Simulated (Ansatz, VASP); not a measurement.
Co2W: VASP beside Ansatz

Contents of INCAR:

```
SYSTEM = Co2W
  PREC = Accurate
  ENCUT = 520
  EDIFF = 1E-6
  ISMEAR = 0
  SIGMA = 0.1
  LREAL = .False.
  LASPH = .True.
  NELM = 150
  ALGO = Fast
  ISIF = 2
  LWAVE = .False.
  LCHARG = .True.
  ISPIN = 2
  MAGMOM = 3 3 3 3 0 0
  LORBIT = 11
  LMAXMIX = 4
  GGA = PE
  LELF = .True.
  LVHAR = .True.
  NBANDS = 45
```

The input KPOINTS:

```
Automatic mesh
0
Gamma
  6 6 2
  0 0 0
```

Contents of POSCAR:

```
Co2W
1.0
    2.6220262000      0.0000000000      0.0000000000
   -1.3110131000      2.2707413000      0.0000000000
    0.0000000000      0.0000000000     12.8498062200
Co W
4 2
Direct
    0.6666666700      0.3333333300      0.7532870000
    0.6666666700      0.3333333300      0.4199536600
    0.3333333300      0.6666666700      0.2467130000
    0.3333333300      0.6666666700      0.5800463400
    0.6666666700      0.3333333300      0.0866203300
    0.3333333300      0.6666666700      0.9133796700
```

Input for Ansatz:

```yaml
crystal:
  lattice:
    - [2.6220262, 0.0, 0.0]
    - [-1.3110131, 2.2707413, 0.0]
    - [0.0, 0.0, 12.84980622]
  atoms:
    - { symbol: Co, position: [0.66666667, 0.33333333, 0.753287], spin: 3.0 }
    - { symbol: Co, position: [0.66666667, 0.33333333, 0.41995366], spin: 3.0 }
    - { symbol: Co, position: [0.33333333, 0.66666667, 0.246713], spin: 3.0 }
    - { symbol: Co, position: [0.33333333, 0.66666667, 0.58004634], spin: 3.0 }
    - { symbol: W, position: [0.66666667, 0.33333333, 0.08662033] }
    - { symbol: W, position: [0.33333333, 0.66666667, 0.91337967] }
basis:
  ecutwfc: 420
kpoints:
  mp_grid: { grid: [6, 6, 2] }
hamiltonian:
  xc: pbe
scf:
  occupations: { method: gaussian, width: 0.1 }
  lower_state_search: "off"
output:
  forces: true
  stress: true
  eigenvalues: true
  populations: true
magnetization:
  spin_polarized: true
```

Alike in both runs: task single point; functional PBE; k mesh 6 × 6 × 2; occupations gaussian, width 0.1 eV; collinear spin.

```csv
,VASP,Ansatz
version,VASP 6.6.1,Ansatz 0.2.0
potentials or method,"VASP PAW PBE potentials, release 64 (Co, W_sv), cutoff 520 eV","scalar-relativistic, plane waves, PAW"
valence electrons in the cell,64,96
```

```csv
,VASP,Ansatz,Ansatz less VASP
gap on the k mesh at the Fermi level (eV),none,none,-
pressure (GPa),13.8,13.2,-0.65
"traceless stress, the component that is largest in VASP (GPa)",-1.52,-1.38,+0.145
rms of the force components (eV/Å),1.278,1.263,-0.0153
net moment per atom (μB),0.84,0.84,0.000
size of the moment on the site where the two differ most (μB),1.72,1.77,+0.048
```

Site moments also hang on the region over which each program counts them. Atom by atom the forces differ by 0.015 eV/Å (rms over components). A gap of «none» marks a metal or a gap that the smearing closes. VASP's potentials hold 64 valence electrons a cell and Ansatz's 96, so a difference there can come from the potentials and not from the codes.

The k mesh is coarse, so the values compare programs but aren't converged. Spin-orbit coupling is off throughout.
